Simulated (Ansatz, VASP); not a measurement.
## Two plane-wave programs on C

```xyz
2
Lattice="1.7091 0.0000 0.0000 -0.8546 1.4801 0.0000 0.0000 0.0000 6.7572" Properties=species:S:1:pos:R:3 pbc="T T T"
C     0.0000    0.9868    1.6893
C     0.8546    0.4934    5.0679
```

Alike in both runs: functional PBEsol; k mesh 17 × 17 × 9; occupations fermi-dirac, width 0.1 eV; no spin polarisation.

Ansatz relaxed the structure, and its values are those at the end. VASP's run is a single point on that final structure, the one shown.

|  | VASP | Ansatz |
| --- | --- | --- |
| version | VASP 6.6.1 | Ansatz 0.2.0 |
| potentials or method | VASP PAW PBE potentials, release 64 (C), cutoff 520 eV | plane waves (420 eV) with PAW, scalar-relativistic |
| valence electrons in the cell | 8 | 8 |

```csv
,VASP,Ansatz,Ansatz less VASP
pressure (GPa),0.1,0.0,-0.12
```

VASP's potentials were made for PBE, not for PBEsol, and Ansatz warns of the same on its side.
